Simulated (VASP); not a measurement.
# Ti (P6_3/mmc) in VASP: further runs

Runs on Ti. Level: PBEsol. Tasks: single point, relaxation of cell and atoms.

All numbers are computed with VASP 6.6.1; they aren't measurements. Logs are shortened: lines on timing, memory, paths and dates and some standing lists are left out, and cuts for length are marked.

## Step 1: The cell of the first run

The structure is hexagonal, space group P6_3/mmc (No. 194). Conventional cell: a = 2.887 Å, b = 2.887 Å, c = 4.638 Å, α = 90.00°, β = 90.00°, γ = 120.00°. Within 3.8 Å of Ti (site symmetry -6m2) lie 12 Ti at 2.86 to 2.89 Å.

## Step 2: Single point, PBEsol

File INCAR:

```
SYSTEM = Ti
ALGO = Normal ; EDIFF = 1E-6
ENCUT = 500 ; GGA = PS
GGA_COMPAT = .FALSE. ; ISIF = 2
ISMEAR = 1 ; LASPH = .TRUE.
LCHARG = .FALSE. ; LREAL = .FALSE.
LWAVE = .FALSE. ; NBANDS = 19
NELM = 120 ; PREC = Accurate
SIGMA = 0.05
```

File KPOINTS:

```
k-points
0
G
  7 7 4
  0 0 0
```

File POSCAR:

```
Ti
1.0
    2.8872320769      0.0000000000      0.0000000000
   -1.4436160385      2.5004163252      0.0000000000
    0.0000000000      0.0000000000      4.6377842568
Ti
2
Direct
    0.3333333333      0.6666666667      0.2500000000
    0.6666666667      0.3333333333      0.7500000000
```

Potentials or basis: VASP PAW PBE potentials, release 64 (Ti_sv).

Command:

```sh
> cat potpaw_PBE.64/Ti_sv/POTCAR > POTCAR
> mpirun -np 1 vasp_std > vasp.out
```

OUTCAR:

```text
SYSTEM = Ti
   EDIFF = 1E-6
   ENCUT = 500
   GGA = PS
   ISIF = 2
   ISMEAR = 1
   LASPH = .TRUE.
   LREAL = .FALSE.
   NELM = 120
   PREC = Accurate

 ion  position               nearest neighbor table
   1  0.333  0.667  0.250-   2 2.86   2 2.86   2 2.86   2 2.86   2 2.86   2 2.86
   2  0.667  0.333  0.750-   1 2.86   1 2.86   1 2.86   1 2.86   1 2.86   1 2.86

  LATTYP: Found a hexagonal cell.
 ALAT       =     2.8872320769
 C/A-ratio  =     1.6063080948

  Lattice vectors:

 A1 = (   2.8872320769,   0.0000000000,   0.0000000000)
 A2 = (  -1.4436160385,   2.5004163252,   0.0000000000)
 A3 = (   0.0000000000,   0.0000000000,   4.6377842568)

Analysis of symmetry for initial positions (statically):
=====================================================================
 Subroutine PRICEL returns:
 Original cell was already a primitive cell.

 Routine SETGRP: Setting up the symmetry group for a
 hexagonal supercell.

 Subroutine GETGRP returns: Found 24 space group operations
 (whereof 12 operations were pure point group operations)
 out of a pool of 24 trial point group operations.

The static configuration has the point symmetry D_3d.
 The point group associated with its full space group is D_6h.

Analysis of symmetry for dynamics (positions and initial velocities):
=====================================================================
 Subroutine PRICEL returns:
 Original cell was already a primitive cell.

 Routine SETGRP: Setting up the symmetry group for a
 hexagonal supercell.

 Subroutine GETGRP returns: Found 24 space group operations
 (whereof 12 operations were pure point group operations)
 out of a pool of 24 trial point group operations.

The dynamic configuration has the point symmetry D_3d.
 The point group associated with its full space group is D_6h.

 Subroutine INISYM returns: Found 24 space group operations
 (whereof 12 operations are pure point group operations),
 and found     1 'primitive' translations

----------------------------------------------------------------------------------------

                                     Primitive cell

  volume of cell :      33.4815

  direct lattice vectors                    reciprocal lattice vectors
     2.887232077  0.000000000  0.000000000     0.346352483  0.199966700  0.000000000
    -1.443616039  2.500416325  0.000000000     0.000000000  0.399933399  0.000000000
     0.000000000  0.000000000  4.637784257     0.000000000  0.000000000  0.215620207

  length of vectors
     2.887232077  2.887232077  4.637784257     0.399933399  0.399933399  0.215620207

  position of ions in fractional coordinates (direct lattice)
     0.333333333  0.666666667  0.250000000
     0.666666667  0.333333333  0.750000000

  ion indices of the primitive-cell ions
   primitive index   ion index
                 1           1
                 2           2

----------------------------------------------------------------------------------------

 KPOINTS: k-points

Automatic generation of k-mesh.
 Grid dimensions read from file:
 generate k-points for:    7    7    4

 Generating k-lattice:

  Cartesian coordinates                     Fractional coordinates (reciprocal lattice)
     0.049478926  0.028566671  0.000000000     0.142857143  0.000000000  0.000000000
     0.000000000  0.057133343  0.000000000     0.000000000  0.142857143  0.000000000
     0.000000000  0.000000000  0.053905052     0.000000000  0.000000000  0.250000000

  Length of vectors
     0.057133343  0.057133343  0.053905052

  Shift w.r.t. Gamma in fractional coordinates (k-lattice)
     0.000000000  0.000000000  0.000000000

 Subroutine IBZKPT returns following result:
 ===========================================

 Found     24 irreducible k-points:

 Following reciprocal coordinates:
            Coordinates               Weight
  0.000000  0.000000  0.000000      1.000000
  0.142857  0.000000  0.000000      6.000000
  0.285714  0.000000  0.000000      6.000000
  0.428571  0.000000  0.000000      6.000000
  0.142857  0.142857  0.000000      6.000000
  0.285714  0.142857  0.000000     12.000000
[... 16 lines left out ...]
  0.428571  0.142857  0.500000      6.000000
  0.285714  0.285714  0.500000      6.000000
   k-points           NKPTS =     24   k-points in BZ     NKDIM =     24   number of bands    NBANDS=     19
   number of dos      NEDOS =    301   number of ions     NIONS =      2
   total plane-waves  NPLWV =  20736
   dimension x,y,z NGX =    24 NGY =   24 NGZ =   36
   dimension x,y,z NGXF=    48 NGYF=   48 NGZF=   72
   ions per type =               2
   NGX,Y,Z   is equivalent  to a cutoff of  13.82, 13.82, 12.90 a.u.
   NGXF,Y,Z  is equivalent  to a cutoff of  27.64, 27.64, 25.81 a.u.
 SYSTEM =  Ti
   PREC   = accura    normal or accurate (medium, high low for compatibility)
   ISTART =      0    job   : 0-new  1-cont  2-samecut
   ICHARG =      2    charge: 1-file 2-atom 10-const
   ISPIN  =      1    spin polarized calculation?
   LNONCOLLINEAR =      F non collinear calculations
   LSORBIT =      F    spin-orbit coupling
   LASPH  =      T    aspherical Exc in radial PAW
   ENCUT  =  500.0 eV  36.75 Ry    6.06 a.u.   5.26  5.26  8.46*2*pi/ulx,y,z
   NELM   =    120;   NELMIN=  2; NELMDL= -5     # of ELM steps
   EDIFF  = 0.1E-05   stopping-criterion for ELM
   LREAL  =      F    real-space projection
   EDIFFG = 0.1E-04   stopping-criterion for IOM
   NSW    =      0    number of steps for IOM
   IBRION =     -1    ionic relax: 0-MD 1-quasi-New 2-CG
   NFREE  =      0    steps in history (QN), initial steepest desc. (CG)
   ISIF   =      2    stress and relaxation
   ISYM   =      2    0-nonsym 1-usesym 2-fastsym
   POTIM  = 0.5000    time-step for ionic-motion
   TEBEG  =    0.0;   TEEND  =   0.0 temperature during run
   PSTRESS=    0.0 pullay stress
   NELECT =      24.0000    total number of electrons
   NUPDOWN=      -1.0000    fix difference up-down
   EMIN   =  10.00;   EMAX   =-10.00  energy-range for DOS
   EFERMI =   0.00;   METHOD = LEGACY
   ISMEAR =     1;   SIGMA  =   0.05  broadening in eV -4-tet -1-fermi 0-gaus
   EFERMI_NEDOS =   21; number of points for ismear=-14 and -15
   IALGO  =     38    algorithm
   IMIX   =      4    mixing-type and parameters
     AMIX     =   0.40;   BMIX     =  1.00
     AMIX_MAG =   1.60;   BMIX_MAG =  1.00
  volume/ion in A,a.u.               =      16.74       112.97
  Fermi-wavevector in a.u.,A,eV,Ry     =   1.465133  2.768700 29.206467  2.146615
  Thomas-Fermi vector in A             =   2.581026
   LORBIT       =      0    0 simple, 1 ext, 2 COOP (PROOUT), +10 PAW based schemes
   GGA     = PS    functional components
   LHFCALC =     F    Hartree Fock is set to
   AEXX    =    0.0000 exact exchange contribution
   IVDW    =     0    specifies the selected vdW correction
   LEPSILON=     F    determine dielectric tensor
   LRPA    =     F    only Hartree local field effects (RPA)
 non-spin polarized calculation
 Methfessel and Paxton  Order N= 1 SIGMA  =   0.05
  energy-cutoff  :      500.00
  volume of cell :       33.48
 maximum number of plane-waves:       862
 NGX is ok and might be reduce to    24
   NGX = 11   NGY = 11   NGZ = 17

 number of electron      24.0000001 magnetization

 Free energy of the ion-electron system (eV)
  ---------------------------------------------------
  ext. energy  EPLUGINS =         0.00000000
  ---------------------------------------------------
  free energy    TOTEN  =       -16.67968270 eV

  energy without entropy =      -16.68011853  energy(sigma->0) =      -16.67982797

 E-fermi :   8.6852     XC(G=0): -11.8134

 val. band max:        8.6500725815   @ k =   0.2857   0.2857   0.2500
 cond. band min:       8.7084181645   @ k =   0.1429   0.0000   0.0000
 fundamental gap:      0.0583455830
 Fermi energy:         8.6852190666

 k-point     1 :       0.0000    0.0000    0.0000
  band No.  band energies     occupation
      1     -47.9702      2.00000
      2     -47.8166      2.00000
      3     -24.6826      2.00000
      4     -23.9712      2.00000
      5     -23.9712      2.00000
      6     -23.8960      2.00000
[... 11 lines left out ...]
     18      10.3567      0.00000
     19      11.9077      0.00000

 k-point     2 :       0.1429    0.0000    0.0000
  band No.  band energies     occupation
      1     -47.9468      2.00000
      2     -47.8066      2.00000
      3     -24.6328      2.00000
      4     -24.0765      2.00000
      5     -24.0046      2.00000
      6     -23.9730      2.00000
[... 11 lines left out ...]
     18      10.2785      0.00000
     19      12.0511      0.00000

 k-point     3 :       0.2857    0.0000    0.0000
  band No.  band energies     occupation
      1     -47.8908      2.00000
      2     -47.7871      2.00000
      3     -24.5045      2.00000
      4     -24.3157      2.00000
      5     -24.2026      2.00000
      6     -24.0753      2.00000
[... 11 lines left out ...]
     18      11.2274      0.00000
     19      12.2329      0.00000

 k-point     4 :       0.4286    0.0000    0.0000
  band No.  band energies     occupation
      1     -47.8382      2.00000
      2     -47.7787      2.00000
      3     -24.5085      2.00000
      4     -24.3770      2.00000
      5     -24.3638      2.00000
      6     -24.1291      2.00000
[... 11 lines left out ...]
     18      12.3112      0.00000
     19      12.4739      0.00000

 k-point     5 :       0.1429    0.1429    0.0000
  band No.  band energies     occupation
      1     -47.9070      2.00000
      2     -47.7919      2.00000
      3     -24.5433      2.00000
      4     -24.2087      2.00000
      5     -24.1807      2.00000
      6     -24.0310      2.00000
[... 11 lines left out ...]
     18      11.1257      0.00000
     19      12.1196      0.00000

 k-point     6 :       0.2857    0.1429    0.0000
  band No.  band energies     occupation
      1     -47.8513      2.00000
      2     -47.7792      2.00000
      3     -24.4105      2.00000
      4     -24.4024      2.00000
      5     -24.3224      2.00000
      6     -24.1379      2.00000
[... 11 lines left out ...]
     18      12.1563      0.00000
     19      12.4246      0.00000

 k-point     7 :       0.4286    0.1429    0.0000
  band No.  band energies     occupation
      1     -47.8201      2.00000
      2     -47.7800      2.00000
      3     -24.5040      2.00000
      4     -24.3718      2.00000
      5     -24.3068      2.00000
      6     -24.1951      2.00000
[... 11 lines left out ...]
     18      12.1648      0.00000
     19      13.5721      0.00000

 k-point     8 :       0.2857    0.2857    0.0000
  band No.  band energies     occupation
      1     -47.8103      2.00000
      2     -47.7821      2.00000
      3     -24.4326      2.00000
      4     -24.3430      2.00000
      5     -24.2735      2.00000
      6     -24.2487      2.00000
[... 256 lines left out ...]
 k-point    20 :       0.4286    0.0000    0.5000
  band No.  band energies     occupation
      1     -47.8084      2.00000
      2     -47.8084      2.00000
      3     -24.5703      2.00000
      4     -24.5703      2.00000
      5     -24.0825      2.00000
      6     -24.0825      2.00000
[... 11 lines left out ...]
     18      12.1662      0.00000
     19      12.4699      0.00000

 k-point    21 :       0.1429    0.1429    0.5000
  band No.  band energies     occupation
      1     -47.8498      2.00000
      2     -47.8498      2.00000
      3     -24.3778      2.00000
      4     -24.3778      2.00000
      5     -24.0647      2.00000
      6     -24.0647      2.00000
[... 11 lines left out ...]
     18      11.5750      0.00000
     19      11.9738      0.00000

 k-point    22 :       0.2857    0.1429    0.5000
  band No.  band energies     occupation
      1     -47.8153      2.00000
      2     -47.8153      2.00000
      3     -24.4984      2.00000
      4     -24.4984      2.00000
      5     -24.1330      2.00000
      6     -24.1330      2.00000
[... 11 lines left out ...]
     18      12.1378      0.00000
     19      12.6626      0.00000

 k-point    23 :       0.4286    0.1429    0.5000
  band No.  band energies     occupation
      1     -47.7999      2.00000
      2     -47.7999      2.00000
      3     -24.5604      2.00000
      4     -24.5604      2.00000
      5     -24.1651      2.00000
      6     -24.1651      2.00000
[... 11 lines left out ...]
     18      12.0581      0.00000
     19      13.6637      0.00000

 k-point    24 :       0.2857    0.2857    0.5000
  band No.  band energies     occupation
      1     -47.7961      2.00000
      2     -47.7961      2.00000
      3     -24.5018      2.00000
      4     -24.5018      2.00000
      5     -24.2597      2.00000
      6     -24.2597      2.00000
[... 11 lines left out ...]
     18      12.0389      0.00000
     19      14.7067      0.00000

------------------------ aborting loop because EDIFF is reached ----------------------------------------

  FORCE on cell =-STRESS in cart. coord.  units (eV):
  Direction    XX          YY          ZZ          XY          YZ          ZX
  --------------------------------------------------------------------------------------
  -------------------------------------------------------------------------------------
  Total       -0.0703287     -0.0703287     -0.0607395      0.0000000      0.0000000      0.0000000
  in kB       -3.3654151     -3.3654151     -2.9065478      0.0000000      0.0000000      0.0000000
  external PRESSURE =      -3.2124593 kB  Pullay stress =       0.0000000 kB

 VOLUME and BASIS-vectors are now :
 -----------------------------------------------------------------------------
  energy-cutoff  :      500.00
  volume of cell :       33.48
      direct lattice vectors                 reciprocal lattice vectors
     2.887232077  0.000000000  0.000000000     0.346352483  0.199966700  0.000000000
    -1.443616039  2.500416325  0.000000000     0.000000000  0.399933399  0.000000000
     0.000000000  0.000000000  4.637784257     0.000000000  0.000000000  0.215620207

 POSITION                                       TOTAL-FORCE (eV/Angst)
 -----------------------------------------------------------------------------------
     -0.00000      1.66694      1.15945        -0.000000     -0.000000      0.000000
      1.44362      0.83347      3.47834         0.000000      0.000000      0.000000
 -----------------------------------------------------------------------------------
    total drift:                               -0.000000      0.000000     -0.000000

  FREE ENERGIE OF THE ION-ELECTRON SYSTEM (eV)
  ---------------------------------------------------
  free  energy   TOTEN  =       -16.6796826975 eV

  energy  without entropy=      -16.6801185276  energy(sigma->0) =      -16.67982797
```

Wall time 17 s (1 thread of AMD EPYC 7R43 (Zen 3), shared host); peak memory 0.11 GiB.

What came out:

```yaml
Free_energy: -16.6797 eV
Pressure: -0.3 GPa
Band_gap_on_the_k_mesh: zero (bands 12 and 13 overlap by 1.00 eV)
```

Caveat: the PAW data sets were made with another functional, which shifts forces and pressure a little.

(Continued in part 2 of 2.)

The gap in the log of VASP goes by the Fermi energy; the results here count the filled bands.